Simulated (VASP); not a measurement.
# HfB (Fm-3m) in VASP: a series of runs

Runs on HfB. Level: r2SCAN. Tasks: single point.

Everything below comes from runs of VASP 6.6.1. Logs are shortened: lines on timing, memory, paths and dates and some standing lists are left out, and cuts for length are marked.

### 1 The cell of the first run

It takes space group Fm-3m (No. 225, cubic). Conventional cell: a = 4.558 Å, b = 4.558 Å, c = 4.558 Å, α = 90.00°, β = 90.00°, γ = 90.00°. Hf (site symmetry m-3m) has 6 B at 2.28 Å within 3.0 Å. Within 3.0 Å of B (site symmetry m-3m) lie 6 Hf at 2.28 Å.

### 2 Single point, r2SCAN

File POSCAR:

```
HfB
1.0
    0.0000000000      2.2787799567      2.2787799567
    2.2787799567      0.0000000000      2.2787799567
    2.2787799567      2.2787799567      0.0000000000
Hf B
1 1
Direct
    0.5000000000      0.5000000000      0.5000000000
    0.0000000000      0.0000000000      0.0000000000
```

File INCAR.step1:

```
PREC = Accurate ; ENCUT = 520
ISMEAR = -1 ; SIGMA = 0.05
LREAL = F ; LASPH = T
NELM = 60 ; NBANDS = 14
GGA = PE ; ALGO = Normal
EDIFF = 1E-4 ; LWAVE = T
LCHARG = F
```

File INCAR.step2:

```
PREC = Accurate ; ENCUT = 520
EDIFF = 1E-7 ; ISMEAR = -1
SIGMA = 0.05 ; LREAL = F
LASPH = T ; NELM = 60
ALGO = Normal ; ISIF = 2
LWAVE = F ; LCHARG = F
METAGGA = R2SCAN ; LMIXTAU = T
NBANDS = 14 ; ISTART = 1
```

File KPOINTS:

```
Automatic mesh
0
Gamma
  10 10 10
```

Potentials or basis: VASP PAW PBE potentials, release 64 (Hf_pv, B).

Command:

```
$ cat potpaw_PBE.64/Hf_pv/POTCAR potpaw_PBE.64/B/POTCAR > POTCAR
$ cp INCAR.step1 INCAR
$ mpirun -np 1 vasp_std > vasp.out
$ cp INCAR.step2 INCAR
$ mpirun -np 1 vasp_std > vasp.out
```

OUTCAR:

```text
PREC = Accurate
   ENCUT = 520
   EDIFF = 1E-7
   ISMEAR = -1
   LREAL = F
   LASPH = T
   NELM = 60
   ISIF = 2
   METAGGA = R2SCAN
   ISTART = 1

 ion  position               nearest neighbor table
   1  0.500  0.500  0.500-   2 2.28   2 2.28   2 2.28   2 2.28   2 2.28   2 2.28
   2  0.000  0.000  0.000-   1 2.28   1 2.28   1 2.28   1 2.28   1 2.28   1 2.28

  LATTYP: Found a face centered cubic cell.
 ALAT       =     4.5575599134

  Lattice vectors:

 A1 = (   0.0000000000,   2.2787799567,   2.2787799567)
 A2 = (   2.2787799567,   0.0000000000,   2.2787799567)
 A3 = (   2.2787799567,   2.2787799567,   0.0000000000)

Analysis of symmetry for initial positions (statically):
=====================================================================
 Subroutine PRICEL returns:
 Original cell was already a primitive cell.

 Routine SETGRP: Setting up the symmetry group for a
 face centered cubic supercell.

 Subroutine GETGRP returns: Found 48 space group operations
 (whereof 48 operations were pure point group operations)
 out of a pool of 48 trial point group operations.

The static configuration has the point symmetry O_h .

Analysis of symmetry for dynamics (positions and initial velocities):
=====================================================================
 Subroutine PRICEL returns:
 Original cell was already a primitive cell.

 Routine SETGRP: Setting up the symmetry group for a
 face centered cubic supercell.

 Subroutine GETGRP returns: Found 48 space group operations
 (whereof 48 operations were pure point group operations)
 out of a pool of 48 trial point group operations.

The dynamic configuration has the point symmetry O_h .

 Subroutine INISYM returns: Found 48 space group operations
 (whereof 48 operations are pure point group operations),
 and found     1 'primitive' translations

----------------------------------------------------------------------------------------

                                     Primitive cell

  volume of cell :      23.6667

  direct lattice vectors                    reciprocal lattice vectors
     0.000000000  2.278779957  2.278779957    -0.219415656  0.219415656  0.219415656
     2.278779957  0.000000000  2.278779957     0.219415656 -0.219415656  0.219415656
     2.278779957  2.278779957  0.000000000     0.219415656  0.219415656 -0.219415656

  length of vectors
     3.222681520  3.222681520  3.222681520     0.380039065  0.380039065  0.380039065

  position of ions in fractional coordinates (direct lattice)
     0.500000000  0.500000000  0.500000000
     0.000000000  0.000000000  0.000000000

  ion indices of the primitive-cell ions
   primitive index   ion index
                 1           1
                 2           2

----------------------------------------------------------------------------------------

 KPOINTS: Automatic mesh

Automatic generation of k-mesh.
 Grid dimensions read from file:
 generate k-points for:   10   10   10

 Generating k-lattice:

  Cartesian coordinates                     Fractional coordinates (reciprocal lattice)
    -0.021941566  0.021941566  0.021941566     0.100000000  0.000000000  0.000000000
     0.021941566 -0.021941566  0.021941566     0.000000000  0.100000000  0.000000000
     0.021941566  0.021941566 -0.021941566     0.000000000  0.000000000  0.100000000

  Length of vectors
     0.038003906  0.038003906  0.038003906

  Shift w.r.t. Gamma in fractional coordinates (k-lattice)
     0.000000000  0.000000000  0.000000000

 Subroutine IBZKPT returns following result:
 ===========================================

 Found     47 irreducible k-points:

 Following reciprocal coordinates:
            Coordinates               Weight
  0.000000  0.000000  0.000000      1.000000
  0.100000  0.000000  0.000000      8.000000
  0.200000  0.000000  0.000000      8.000000
  0.300000  0.000000  0.000000      8.000000
  0.400000  0.000000  0.000000      8.000000
  0.500000  0.000000  0.000000      4.000000
[... 16 lines left out ...]
  0.300000  0.300000  0.000000      6.000000
  0.400000  0.300000  0.000000     24.000000
 [... further k-points ...]
   k-points           NKPTS =     47   k-points in BZ     NKDIM =     47   number of bands    NBANDS=     14
   number of dos      NEDOS =    301   number of ions     NIONS =      2
   total plane-waves  NPLWV =  13824
   dimension x,y,z NGX =    24 NGY =   24 NGZ =   24
   dimension x,y,z NGXF=    48 NGYF=   48 NGZF=   48
   ions per type =               1   1
   NGX,Y,Z   is equivalent  to a cutoff of  12.38, 12.38, 12.38 a.u.
   NGXF,Y,Z  is equivalent  to a cutoff of  24.76, 24.76, 24.76 a.u.
 SYSTEM =  unknown system
   PREC   = accura    normal or accurate (medium, high low for compatibility)
   ISTART =      1    job   : 0-new  1-cont  2-samecut
   ICHARG =      0    charge: 1-file 2-atom 10-const
   ISPIN  =      1    spin polarized calculation?
   LNONCOLLINEAR =      F non collinear calculations
   LSORBIT =      F    spin-orbit coupling
   LASPH  =      T    aspherical Exc in radial PAW
   ENCUT  =  520.0 eV  38.22 Ry    6.18 a.u.   5.99  5.99  5.99*2*pi/ulx,y,z
   NELM   =     60;   NELMIN=  2; NELMDL=  0     # of ELM steps
   EDIFF  = 0.1E-06   stopping-criterion for ELM
   LREAL  =      F    real-space projection
   EDIFFG = 0.1E-05   stopping-criterion for IOM
   NSW    =      0    number of steps for IOM
   IBRION =     -1    ionic relax: 0-MD 1-quasi-New 2-CG
   NFREE  =      0    steps in history (QN), initial steepest desc. (CG)
   ISIF   =      2    stress and relaxation
   ISYM   =      2    0-nonsym 1-usesym 2-fastsym
   POTIM  = 0.5000    time-step for ionic-motion
   TEBEG  =    0.0;   TEEND  =   0.0 temperature during run
   PSTRESS=    0.0 pullay stress
   NELECT =      13.0000    total number of electrons
   NUPDOWN=      -1.0000    fix difference up-down
   EMIN   =  10.00;   EMAX   =-10.00  energy-range for DOS
   EFERMI =   0.00;   METHOD = LEGACY
   ISMEAR =    -1;   SIGMA  =   0.05  broadening in eV -4-tet -1-fermi 0-gaus
   EFERMI_NEDOS =   21; number of points for ismear=-14 and -15
   IALGO  =     38    algorithm
   IMIX   =      4    mixing-type and parameters
     AMIX     =   0.40;   BMIX     =  1.00
     AMIX_MAG =   1.60;   BMIX_MAG =  1.00
  volume/ion in A,a.u.               =      11.83        79.86
  Fermi-wavevector in a.u.,A,eV,Ry     =   1.340737  2.533625 24.457498  1.797575
  Thomas-Fermi vector in A             =   2.469026
   LORBIT       =      0    0 simple, 1 ext, 2 COOP (PROOUT), +10 PAW based schemes
   METAGGA = R2SCAN    functional components
   LHFCALC =     F    Hartree Fock is set to
   AEXX    =    0.0000 exact exchange contribution
   IVDW    =     0    specifies the selected vdW correction
   LEPSILON=     F    determine dielectric tensor
   LRPA    =     F    only Hartree local field effects (RPA)
 non-spin polarized calculation
  energy-cutoff  :      520.00
  volume of cell :       23.67
 maximum number of plane-waves:       648
   NGX = 11   NGY = 11   NGZ = 11

 number of electron      13.0000001 magnetization

 Free energy of the ion-electron system (eV)
  ---------------------------------------------------
  ext. energy  EPLUGINS =         0.00000000
  ---------------------------------------------------
  free energy    TOTEN  =       -52.93389666 eV

  energy without entropy =      -52.92333340  energy(sigma->0) =      -52.92861503

 E-fermi :   5.2699     XC(G=0): -13.4543

 val. band max:        5.2659638912   @ k =   0.3000   0.2000   0.1000
 cond. band min:       5.3513612778   @ k =  -0.4000   0.4000   0.1000
 fundamental gap:      0.0853973866
 Fermi energy:         5.2699231352

 k-point     1 :       0.0000    0.0000    0.0000
  band No.  band energies     occupation
      1     -23.8672      2.00000
      2     -23.8672      2.00000
      3     -23.8671      2.00000
      4      -5.0239      2.00000
      5       7.7961      0.00000
      6       7.7961      0.00000
      7       7.7961      0.00000
      8       9.5823      0.00000
      9       9.5823      0.00000
     10       9.5823      0.00000
     11       9.8460      0.00000
     12       9.8460      0.00000
     13      17.6911      0.00000
     14      19.7913      0.00000

 k-point     2 :       0.1000    0.0000    0.0000
  band No.  band energies     occupation
      1     -23.9579      2.00000
      2     -23.8757      2.00000
      3     -23.8757      2.00000
      4      -4.7072      2.00000
      5       6.7592      0.00000
      6       7.3137      0.00000
      7       7.3137      0.00000
      8       8.5177      0.00000
      9       8.5177      0.00000
     10      10.1180      0.00000
     11      12.0285      0.00000
     12      12.0285      0.00000
     13      18.5019      0.00000
     14      19.8409      0.00000

 k-point     3 :       0.2000    0.0000    0.0000
  band No.  band energies     occupation
      1     -24.1882      2.00000
      2     -23.8980      2.00000
      3     -23.8980      2.00000
      4      -3.8260      2.00000
      5       5.0727      1.96200
      6       5.8583      0.00002
      7       5.8583      0.00002
      8       9.1957      0.00000
      9       9.1957      0.00000
     10      10.6784      0.00000
     11      14.6468      0.00000
     12      14.6468      0.00000
     13      19.8410      0.00000
     14      20.2251      0.00000
[... 324 lines left out ...]
 k-point    23 :       0.3000    0.3000    0.0000
  band No.  band energies     occupation
      1     -24.4069      2.00000
      2     -24.0696      2.00000
      3     -24.0696      2.00000
      4      -2.3615      2.00000
      5       2.9475      2.00000
      6       5.0665      1.96636
      7       7.1642      0.00000
      8       7.1642      0.00000
      9      11.1550      0.00000
     10      13.9681      0.00000
     11      13.9681      0.00000
     12      18.0293      0.00000
     13      19.8410      0.00000
     14      21.7532      0.00000

 k-point    24 :       0.4000    0.3000    0.0000
  band No.  band energies     occupation
      1     -24.5194      2.00000
      2     -24.1293      2.00000
      3     -24.1016      2.00000
      4      -1.9048      2.00000
      5       2.9560      2.00000
      6       4.4727      2.00000
      7       6.7705      0.00000
      8       7.6859      0.00000
      9      12.1769      0.00000
     10      14.1255      0.00000
     11      14.3871      0.00000
     12      19.0681      0.00000
     13      19.5937      0.00000
     14      19.8435      0.00000

 [... further k-points ...]
[... 5 lines left out ...]
  --------------------------------------------------------------------------------------
  -------------------------------------------------------------------------------------
  Total        6.2059371      6.2059371      6.2059371      0.0000000      0.0000000      0.0000000
  in kB      420.1271845    420.1271845    420.1271845      0.0000000      0.0000000      0.0000000
  external PRESSURE =     420.1271845 kB  Pullay stress =       0.0000000 kB

 VOLUME and BASIS-vectors are now :
 -----------------------------------------------------------------------------
  energy-cutoff  :      520.00
  volume of cell :       23.67
      direct lattice vectors                 reciprocal lattice vectors
     0.000000000  2.278779957  2.278779957    -0.219415656  0.219415656  0.219415656
     2.278779957  0.000000000  2.278779957     0.219415656 -0.219415656  0.219415656
     2.278779957  2.278779957  0.000000000     0.219415656  0.219415656 -0.219415656

 POSITION                                       TOTAL-FORCE (eV/Angst)
 -----------------------------------------------------------------------------------
      2.27878      2.27878      2.27878         0.000000      0.000000     -0.000000
      0.00000      0.00000      0.00000        -0.000000     -0.000000      0.000000
 -----------------------------------------------------------------------------------
    total drift:                               -0.000000     -0.000000      0.000000

  FREE ENERGIE OF THE ION-ELECTRON SYSTEM (eV)
  ---------------------------------------------------
  free  energy   TOTEN  =       -52.9338966579 eV

  energy  without entropy=      -52.9233333957  energy(sigma->0) =      -52.92861503
```

Wall time 25 s (1 thread of Intel Xeon 6975P-C (Granite Rapids), shared host); peak memory 0.15 GiB.

What came out:

```yaml
Free_energy: -52.9339 eV
Pressure: 42.0 GPa
```

Levels at points of the mesh, in eV from the Fermi level:
```tsv
k point	band 3	band 4	band 5	band 6	band 7	band 8	band 9	band 10	band 11	band 12
(0.00, 0.00, 0.00)	-29.14	-10.29	2.53	2.53	2.53	4.31	4.31	4.31	4.58	4.58
(0.50, 0.00, 0.00)	-29.23	-5.35	-4.37	-1.51	-1.51	7.26	7.26	8.50	9.07	14.57
(0.50, 0.50, 0.00)	-29.44	-7.36	-1.15	-0.96	2.61	2.61	6.75	8.76	8.76	10.72
```

Caveat: the PAW data sets were made with another functional, which shifts forces and pressure a little; spin-orbit coupling is left out, which moves the levels of the heavy elements.

### 3 Single point, r2SCAN

This run uses another cell than the first one, of 12.08 Å³/atom, 1.021 times its volume.

File POSCAR:

```
HfB
1.0
    0.0000000000      2.2944961772      2.2944961772
    2.2944961772      0.0000000000      2.2944961772
    2.2944961772      2.2944961772      0.0000000000
Hf B
1 1
Direct
    0.5000000000      0.5000000000      0.5000000000
    0.0000000000      0.0000000000      0.0000000000
```

File INCAR.step1:

```
ALGO = Normal ; EDIFF = 1E-4
ENCUT = 520 ; GGA = PE
ISMEAR = -1 ; LASPH = T
LCHARG = F ; LREAL = F
LWAVE = T ; NBANDS = 14
NELM = 60 ; PREC = Accurate
SIGMA = 0.05
```

File INCAR.step2:

```
ALGO = Normal ; EDIFF = 1E-6
ENCUT = 520 ; ISIF = 2
ISMEAR = -1 ; ISTART = 1
LASPH = T ; LCHARG = T
LELF = T ; LMIXTAU = T
LREAL = F ; LVHAR = T
LWAVE = F ; METAGGA = R2SCAN
NBANDS = 14 ; NELM = 60
PREC = Accurate ; SIGMA = 0.05
```

File KPOINTS:

```
k-points
0
Gamma
  10 10 10
```

Potentials or basis: VASP PAW PBE potentials, release 64 (Hf_pv, B).

Command:

```
$ cat potpaw_PBE.64/Hf_pv/POTCAR potpaw_PBE.64/B/POTCAR > POTCAR
$ cp INCAR.step1 INCAR
$ mpirun -np 1 vasp_std > vasp.out
$ cp INCAR.step2 INCAR
$ mpirun -np 1 vasp_std > vasp.out
```

Wall time 21 s (1 thread of Intel Xeon 6975P-C (Granite Rapids), shared host); peak memory 0.15 GiB.

It converged, with:

```
Free energy : -53.0531 eV
Pressure    : 35.5 GPa
```

Levels at points of the mesh, in eV from the Fermi level:
```tsv
k point	band 4	band 5	band 6	band 7	band 8	band 9	band 10	band 11
(0.00, 0.00, 0.00)	-10.23	2.51	2.51	2.51	4.25	4.25	4.25	4.49
(0.50, 0.00, 0.00)	-5.28	-4.46	-1.47	-1.47	7.12	7.12	8.31	8.95
(0.50, 0.50, 0.00)	-7.30	-1.08	-1.04	2.53	2.53	6.61	8.57	8.57
```

Caveat: the PAW data sets were made with another functional, which shifts forces and pressure a little; spin-orbit coupling is left out, which moves the levels of the heavy elements.
